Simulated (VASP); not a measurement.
# SnSe in VASP: single point with LDA

Aim: the single point of SnSe with LDA.

Everything below comes from runs of VASP 6.6.1. Logs are shortened: lines on timing, memory, paths and dates and some standing lists are left out, and cuts for length are marked.

### 1 The cell of the first run

The cell holds a slab with vacuum, 4 atoms: a = 4.190 Å, b = 4.190 Å, c = 10.980 Å, α = 89.14°, β = 90.00°, γ = 90.00°.

### 2 Single point, LDA (strain +0.0150 x Voigt [0, 0, 0, 1, 0, 0])

The input, INCAR:

```
SYSTEM = SnSe
  PREC = Accurate
  ENCUT = 500
  EDIFF = 1E-6
  ISMEAR = 0
  SIGMA = 0.05
  LREAL = .FALSE.
  LASPH = .TRUE.
  NELM = 120
  ALGO = Normal
  ISIF = 2
  LWAVE = .FALSE.
  LCHARG = .FALSE.
  NBANDS = 28
  GGA_COMPAT = .FALSE.
```

The input, KPOINTS:

```
Automatic mesh
0
G
  6 6 4
  0 0 0
```

The input, POSCAR:

```
SnSe
1.0
    4.1898989379      0.0000000000      0.0000000000
    0.0000000000      4.1898989379      0.0314242420
    0.0000000000      0.0823471721     10.9796229414
Sn Se
2 2
Direct
    0.5000000000      0.0000000000      0.3781633338
    0.0000000000      0.5000000000      0.6218366662
    0.5000000000      0.0000000000      0.6217782129
    0.0000000000      0.5000000000      0.3782217871
```

Potentials or basis: VASP PAW LDA potentials, release 64 (Sn_d, Se).

Launch:

```
$ cat potpaw_LDA.64/Sn_d/POTCAR potpaw_LDA.64/Se/POTCAR > POTCAR
$ mpirun -np 1 vasp_std > vasp.out
```

OUTCAR:

```text
SYSTEM = SnSe
   PREC = Accurate
   ENCUT = 500
   EDIFF = 1E-6
   ISMEAR = 0
   LREAL = .FALSE.
   LASPH = .TRUE.
   NELM = 120
   ISIF = 2

 ion  position               nearest neighbor table
   1  0.500  0.000  0.378-   3 2.67   4 2.96   4 2.96   4 2.96   4 2.96
   2  0.000  0.500  0.622-   4 2.67   3 2.96   3 2.96   3 2.96   3 2.96
   3  0.500  0.000  0.622-   1 2.67   2 2.96   2 2.96   2 2.96   2 2.96
   4  0.000  0.500  0.378-   2 2.67   1 2.96   1 2.96   1 2.96   1 2.96

  LATTYP: Found a simple monoclinic cell.
 ALAT       =     4.1900167772
 B/A-ratio  =     0.9999718762
 C/A-ratio  =     2.6204982755
 COS(beta)  =    -0.0149991563

  Lattice vectors:

 A1 = (   0.0000000000,   4.1898989379,   0.0314242420)
 A2 = (   4.1898989379,   0.0000000000,   0.0000000000)
 A3 = (   0.0000000000,  -0.0823471721, -10.9796229414)

Analysis of symmetry for initial positions (statically):
=====================================================================
 Subroutine PRICEL returns:
 Original cell was already a primitive cell.

 Routine SETGRP: Setting up the symmetry group for a
 simple monoclinic supercell.

 Subroutine GETGRP returns: Found  4 space group operations
 (whereof  2 operations were pure point group operations)
 out of a pool of  4 trial point group operations.

The static configuration has the point symmetry C_1h.
 The point group associated with its full space group is C_2h.

Analysis of symmetry for dynamics (positions and initial velocities):
=====================================================================
 Subroutine PRICEL returns:
 Original cell was already a primitive cell.

 Routine SETGRP: Setting up the symmetry group for a
 simple monoclinic supercell.

 Subroutine GETGRP returns: Found  4 space group operations
 (whereof  2 operations were pure point group operations)
 out of a pool of  4 trial point group operations.

The dynamic configuration has the point symmetry C_1h.
 The point group associated with its full space group is C_2h.

 Subroutine INISYM returns: Found  4 space group operations
 (whereof  2 operations are pure point group operations),
 and found     1 'primitive' translations

----------------------------------------------------------------------------------------

                                     Primitive cell

  volume of cell :     192.7392

  direct lattice vectors                    reciprocal lattice vectors
[... 86 lines left out ...]
   LNONCOLLINEAR =      F non collinear calculations
   LSORBIT =      F    spin-orbit coupling
   LASPH  =      T    aspherical Exc in radial PAW
   ENCUT  =  500.0 eV  36.75 Ry    6.06 a.u.   7.64  7.64 20.02*2*pi/ulx,y,z
   NELM   =    120;   NELMIN=  2; NELMDL= -5     # of ELM steps
   EDIFF  = 0.1E-05   stopping-criterion for ELM
   LREAL  =      F    real-space projection
   EDIFFG = 0.1E-04   stopping-criterion for IOM
   NSW    =      0    number of steps for IOM
   IBRION =     -1    ionic relax: 0-MD 1-quasi-New 2-CG
   NFREE  =      0    steps in history (QN), initial steepest desc. (CG)
   ISIF   =      2    stress and relaxation
   ISYM   =      2    0-nonsym 1-usesym 2-fastsym
   POTIM  = 0.5000    time-step for ionic-motion
   TEBEG  =    0.0;   TEEND  =   0.0 temperature during run
   PSTRESS=    0.0 pullay stress
   NELECT =      40.0000    total number of electrons
   NUPDOWN=      -1.0000    fix difference up-down
   EMIN   =  10.00;   EMAX   =-10.00  energy-range for DOS
   EFERMI =   0.00;   METHOD = LEGACY
   ISMEAR =     0;   SIGMA  =   0.05  broadening in eV -4-tet -1-fermi 0-gaus
   EFERMI_NEDOS =   21; number of points for ismear=-14 and -15
   IALGO  =     38    algorithm
   IMIX   =      4    mixing-type and parameters
     AMIX     =   0.40;   BMIX     =  1.00
     AMIX_MAG =   1.60;   BMIX_MAG =  1.00
  volume/ion in A,a.u.               =      48.18       325.17
  Fermi-wavevector in a.u.,A,eV,Ry     =   0.969255  1.831627 12.782069  0.939456
  Thomas-Fermi vector in A             =   2.099293
   LORBIT       =      0    0 simple, 1 ext, 2 COOP (PROOUT), +10 PAW based schemes
   GGA     = CA    functional components
   LHFCALC =     F    Hartree Fock is set to
   AEXX    =    0.0000 exact exchange contribution
   IVDW    =     0    specifies the selected vdW correction
   LEPSILON=     F    determine dielectric tensor
   LRPA    =     F    only Hartree local field effects (RPA)
 non-spin polarized calculation
 Gauss-broadening in eV      SIGMA  =   0.05
  energy-cutoff  :      500.00
  volume of cell :      192.74
 maximum number of plane-waves:      4919
 NGX is ok and might be reduce to    32
   NGX = 15   NGY = 15   NGZ = 41

 number of electron      39.9999992 magnetization

 Free energy of the ion-electron system (eV)
  ---------------------------------------------------
  ext. energy  EPLUGINS =         0.00000000
  ---------------------------------------------------
  free energy    TOTEN  =       -18.49197430 eV

  energy without entropy =      -18.49197430  energy(sigma->0) =      -18.49197430

 E-fermi :   1.0444     XC(G=0):  -6.3487

 val. band max:        0.8282687817   @ k =   0.0000   0.3333   0.5000
 cond. band min:       2.2725125451   @ k =   0.3333   0.1667   0.5000
 fundamental gap:      1.4442437635
 Fermi energy:         1.0444204297

 k-point     1 :       0.0000    0.0000    0.0000
  band No.  band energies     occupation
      1     -20.2609      2.00000
      2     -20.2365      2.00000
      3     -20.2327      2.00000
      4     -20.2277      2.00000
      5     -20.2217      2.00000
      6     -20.2205      2.00000
[... 733 lines left out ...]
     27       6.7165      0.00000
     28       6.7165      0.00000

 [... further k-points ...]
[... 5 lines left out ...]
  --------------------------------------------------------------------------------------
  -------------------------------------------------------------------------------------
  Total        0.0789235      0.0758825      0.1095284      0.0000000     -0.1342218      0.0000000
  in kB        0.6560651      0.6307857      0.9104735      0.0000000     -1.1157412      0.0000000
  external PRESSURE =       0.7324415 kB  Pullay stress =       0.0000000 kB

 VOLUME and BASIS-vectors are now :
 -----------------------------------------------------------------------------
  energy-cutoff  :      500.00
  volume of cell :      192.74
      direct lattice vectors                 reciprocal lattice vectors
     4.189898938  0.000000000  0.000000000     0.238669241  0.000000000  0.000000000
     0.000000000  4.189898938  0.031424242     0.000000000  0.238682667 -0.001790120
     0.000000000  0.082347172 10.979622941     0.000000000 -0.000683122  0.091082932

 POSITION                                       TOTAL-FORCE (eV/Angst)
 -----------------------------------------------------------------------------------
      2.09495      0.03114      4.15209         0.000000      0.006822     -0.026465
      0.00000      2.14616      6.84324         0.000000     -0.006822      0.026465
      2.09495      0.05120      6.82689         0.000000     -0.043706      0.023969
      0.00000      2.12609      4.16844         0.000000      0.043706     -0.023969
 -----------------------------------------------------------------------------------
    total drift:                                0.000000     -0.000000     -0.000000

  FREE ENERGIE OF THE ION-ELECTRON SYSTEM (eV)
  ---------------------------------------------------
  free  energy   TOTEN  =       -18.4919743011 eV

  energy  without entropy=      -18.4919743011  energy(sigma->0) =      -18.49197430
```

OSZICAR:

```text
N       E                     dE             d eps       ncg     rms          rms(c)
DAV:   1     0.340086660412E+03    0.34009E+03   -0.18437E+04  3256   0.144E+03
DAV:   2     0.293326929615E+02   -0.31075E+03   -0.30239E+03  3328   0.362E+02
DAV:   3    -0.166865526474E+02   -0.46019E+02   -0.45068E+02  3888   0.147E+02
DAV:   4    -0.189028140404E+02   -0.22163E+01   -0.22068E+01  3712   0.339E+01
DAV:   5    -0.189650605862E+02   -0.62247E-01   -0.62232E-01  4200   0.602E+00    0.503E+00
DAV:   6    -0.185434599514E+02    0.42160E+00   -0.85480E-01  4264   0.500E+00    0.315E+00
DAV:   7    -0.185052099548E+02    0.38250E-01   -0.26759E-01  3924   0.202E+00    0.108E+00
DAV:   8    -0.184927286471E+02    0.12481E-01   -0.31625E-02  3884   0.111E+00    0.247E-01
DAV:   9    -0.184895631809E+02    0.31655E-02   -0.51413E-03  3688   0.418E-01    0.114E-01
DAV:  10    -0.184894332913E+02    0.12989E-03   -0.16658E-03  3420   0.162E-01    0.513E-02
DAV:  11    -0.184906327074E+02   -0.11994E-02   -0.14873E-03  3364   0.124E-01    0.599E-02
DAV:  12    -0.184918243623E+02   -0.11917E-02   -0.50109E-04  3568   0.875E-02    0.250E-02
DAV:  13    -0.184919036881E+02   -0.79326E-04   -0.40936E-05  3616   0.327E-02    0.151E-02
DAV:  14    -0.184919680324E+02   -0.64344E-04   -0.21237E-05  2940   0.145E-02    0.435E-03
DAV:  15    -0.184919720584E+02   -0.40260E-05   -0.11728E-06  3040   0.650E-03    0.123E-03
DAV:  16    -0.184919742338E+02   -0.21754E-05   -0.66273E-07  2664   0.318E-03    0.171E-03
DAV:  17    -0.184919743011E+02   -0.67296E-07   -0.90466E-08  2632   0.174E-03
   1 F= -.18491974E+02 E0= -.18491974E+02  d E =-.182263E-10
```

stdout:

```text
POSCAR found type information on POSCAR SnSe
 POSCAR found :  2 types and       4 ions
 scaLAPACK will be used
 LDA part: xc-table for (Slater(with rela. corr.)+CA(PZ))
 , standard interpolation
 POSCAR, INCAR and KPOINTS ok, starting setup
 FFT: planning ... GRIDC
 FFT: planning ... GRID_SOFT
 FFT: planning ... GRID
 WAVECAR not read
 entering main loop
```

Run time: 2.1 min. Hardware: 1 thread of AMD EPYC 9R45 (Zen 5), shared host; peak memory 0.35 GiB.

What came out:

```
Free energy            : -18.4920 eV
Largest force          : 0.050 eV/Å
Band gap on the k mesh : 1.44 eV (least direct gap 1.50 eV)
```

Forces in eV/Å, atoms in the order of the input:
```
Sn   0.000  0.007 -0.026
Sn   0.000 -0.007  0.026
Se   0.000 -0.044  0.024
Se   0.000  0.044 -0.024
```

Caveat: the cell differs from its parent crystal (strain +0.0150 x Voigt [0, 0, 0, 1, 0, 0]); there is no dipole correction, which matters where the two faces differ; spin-orbit coupling is left out, which moves the levels of the heavy elements.
